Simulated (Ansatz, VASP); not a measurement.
**One calculation of PtSe2, two programs**

INCAR

```
SYSTEM = PtSe2
ALGO     = Normal         ! electronic algorithm
DIPOL    = 0.5 0.5 0.391
EDIFF    = 1E-6           ! SCF threshold, eV
ENCUT    = 520            ! plane-wave cutoff, eV
GGA      = PE             ! functional
IDIPOL   = 3            
ISIF     = 2              ! what is computed and relaxed
ISMEAR   = 0              ! smearing method
IVDW     = 12             ! dispersion correction
LASPH    = .TRUE.         ! aspherical terms in the spheres
LCHARG   = .FALSE.        ! write CHGCAR
LDIPOL   = .TRUE.       
LREAL    = .FALSE.        ! projectors in reciprocal space
LWAVE    = .FALSE.        ! write WAVECAR
NBANDS   = 31             ! bands
NELM     = 100            ! most SCF steps
PREC     = Accurate       ! precision mode
SIGMA    = 0.05           ! smearing width, eV
```

File KPOINTS:

```
k-points
0
G
  9 9 1
  0 0 0
```

File POSCAR:

```
PtSe2
1.0
    3.7070358307      0.0000000000      0.0000000000
   -1.8535179153      3.2103872021      0.0000000000
    0.0000000000      0.0000000000     22.7981611688
Se Pt
4 2
Direct
    0.6666666667      0.3333333333      0.1973843402
    0.3333333333      0.6666666667      0.3135814565
    0.6666666667      0.8333333333      0.4675412418
    0.3333333333      1.1666666667      0.5837383581
    0.0000000000      0.0000000000      0.2554828983
    0.0000000000      0.5000000000      0.5256398000
```

Input for Ansatz:

```yaml
crystal:
  lattice:
    - [3.7070358307, 0.0, 0.0]
    - [-1.8535179153, 3.2103872021, 0.0]
    - [0.0, 0.0, 22.7981611688]
  atoms:
    - { symbol: Se, position: [0.6666666667, 0.3333333333, 0.1973843402] }
    - { symbol: Pt, position: [0.0, 0.0, 0.2554828983] }
    - { symbol: Se, position: [0.3333333333, 0.6666666667, 0.3135814565] }
    - { symbol: Se, position: [0.6666666667, 0.8333333333, 0.4675412418] }
    - { symbol: Pt, position: [0.0, 0.5, 0.5256398] }
    - { symbol: Se, position: [0.3333333333, 1.1666666667, 0.5837383581] }
basis:
  ecutwfc: 420
kpoints:
  mp_grid: { grid: [9, 9, 1] }
hamiltonian:
  xc: pbe
  pseudopotentials: { kind: paw, azcp: { folder: soft_1 } }
  dispersion: d3bj
scf:
  occupations: { method: gaussian, width: 0.05 }
output:
  forces: true
  eigenvalues: true
efield:
  axis: 3
  dipole_correction: true
  ramp_width: 0.04
```

Alike in both runs: task single point; functional PBE; dispersion D3(BJ); k mesh 9 × 9 × 1; occupations gaussian, width 0.05 eV; no spin polarisation.

|  | VASP | Ansatz |
| --- | --- | --- |
| version | VASP 6.6.1 | Ansatz 0.2.0 |
| potentials or method | VASP PAW PBE potentials, release 64 (Se, Pt), cutoff 520 eV | scalar-relativistic, plane waves, PAW |
| valence electrons in the cell | 44 | 100 |

|  | VASP | Ansatz | Ansatz less VASP |
| --- | --- | --- | --- |
| gap on the k mesh at the Fermi level (eV) | 0.93 | 0.94 | +0.008 |
| least direct gap on the mesh (eV) | 1.14 | 1.15 | +0.009 |
| rms of the force components (eV/Å) | 0.027 | 0.027 | +0.0001 |

VASP's potentials hold 44 valence electrons a cell and Ansatz's 100, so a difference there can come from the potentials and not from the codes.

Neither program's run includes spin-orbit coupling.
